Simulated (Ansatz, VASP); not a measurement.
## ZnS: VASP beside Ansatz

File INCAR:

```
  PREC = Accurate
  ENCUT = 520
  EDIFF = 1E-6
  ISMEAR = 0
  SIGMA = 0.01
  LREAL = False
  LASPH = True
  NELM = 80
  ALGO = Normal
  ISIF = 2
  LWAVE = False
  LCHARG = False
  GGA = CA
  NBANDS = 16
```

File KPOINTS:

```
regular mesh
0
Gamma
  6 6 6
```

Contents of POSCAR:

```
ZnS
1.0
    0.0000000000      2.6940858343      2.6940858343
    2.6940858343      0.0000000000      2.6940858343
    2.6940858343      2.6940858343      0.0000000000
Zn S
1 1
Direct
    0.0000000000      0.0000000000      0.0000000000
    0.2500000000      0.2500000000      0.2500000000
```

Input for Ansatz:

```yaml
crystal:
  lattice:
    - [0.0, 2.6940858343, 2.6940858343]
    - [2.6940858343, 0.0, 2.6940858343]
    - [2.6940858343, 2.6940858343, 0.0]
  atoms:
    - { symbol: Zn, position: [0.0, 0.0, 0.0] }
    - { symbol: S, position: [0.25, 0.25, 0.25] }
kpoints:
  mp_grid: { grid: [6, 6, 6] }
hamiltonian:
  xc: lda
scf:
  occupations: { method: fixed }
  n_extra_bands: 4
output:
  forces: true
  stress: true
  eigenvalues: true
```

Alike in both runs: task single point; functional LDA; k mesh 6 × 6 × 6; no spin polarisation.

```csv
,VASP,Ansatz
version,VASP 6.6.1,Ansatz 0.2.0
potentials or method,"VASP PAW LDA potentials, release 64 (Zn, S)",plane waves
plane-wave cutoff (eV),520,420
occupations,"gaussian, width 0.01 eV",fixed
valence electrons in the cell,18,18
```

|  | VASP | Ansatz | Ansatz less VASP |
| --- | --- | --- | --- |
| gap on the k mesh at the Fermi level (eV) | 1.93 | 1.89 | -0.031 |
| pressure (GPa) | -3.7 | -3.9 | -0.21 |

LDA's correlation is that of Perdew and Zunger in VASP and of Perdew and Wang (1992) in Ansatz.
